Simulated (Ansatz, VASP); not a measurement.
Two plane-wave programs on Fe

Contents of POSCAR:

```
Fe
1.0
   -1.4332500000      1.4332500000      1.4332500000
    1.4332500000     -1.4332500000      1.4332500000
    1.4332500000      1.4332500000     -1.4332500000
Fe
1
Direct
    0.0000000000      0.0000000000      0.0000000000
```

File INCAR.step1:

```
SYSTEM = Fe
PREC = Accurate ; ENCUT = 600
ISMEAR = -1 ; SIGMA = 0.1
LREAL = .False. ; LASPH = .True.
NELM = 80 ; GGA = PE
ALGO = Normal ; EDIFF = 1E-4
LWAVE = .True. ; LCHARG = .False.
```

Contents of INCAR.step2:

```
SYSTEM = Fe
PREC = Accurate ; ENCUT = 600
EDIFF = 1E-6 ; ISMEAR = -1
SIGMA = 0.1 ; LREAL = .False.
LASPH = .True. ; NELM = 80
ALGO = Normal ; ISIF = 3
LWAVE = .False. ; LCHARG = .False.
METAGGA = R2SCAN ; LMIXTAU = .True.
IBRION = 2 ; NSW = 80
EDIFFG = -0.01 ; ISTART = 1
```

File KPOINTS:

```
regular mesh
0
Gamma
  15 15 15
  0 0 0
```

Input for Ansatz:

```yaml
crystal:
  lattice:
    - [-1.43325, 1.43325, 1.43325]
    - [1.43325, -1.43325, 1.43325]
    - [1.43325, 1.43325, -1.43325]
  atoms:
    - { symbol: Fe, position: [0.0, 0.0, 0.0] }
hamiltonian:
  xc: r2scan
  pseudopotentials:
    kind: paw
    azcp:
      Fe: "pseudopotentials/Fe.paw.azcp"
basis:
  ecutwfc: 500
  fft_grid_basis: typed
kpoints:
  mp_grid: { grid: [15, 15, 15], shift: [0, 0, 0] }
magnetization:
  spin_polarized: false
scf:
  occupations: { method: fermi_dirac, width: 0.1 }
relax:
  max_steps: 60
  f_tol: 0.01
  cell: {}
```

Alike in both runs: task relaxation of cell and atoms; functional r2SCAN; k mesh 15 × 15 × 15; occupations fermi-dirac, width 0.1 eV; no spin polarisation.

|  | VASP | Ansatz |
| --- | --- | --- |
| version | VASP 6.6.1 | Ansatz 0.2.0 |
| potentials or method | VASP PAW PBE potentials, release 64 (Fe), cutoff 600 eV | plane waves (500 eV) with PAW, scalar-relativistic |
| valence electrons in the cell | 8 | 16 |

|  | VASP | Ansatz | Ansatz less VASP |
| --- | --- | --- | --- |
| relaxed volume (Å³/atom) | 10.19 | 10.17 | -0.017 |
| relaxed cell length with the largest relative difference (Å) | 2.366 | 2.364 | -0.0013 |

VASP's potentials were made for PBE, not for r2SCAN. VASP's potentials hold 8 valence electrons a cell and Ansatz's 16, so a difference there can come from the potentials and not from the codes.
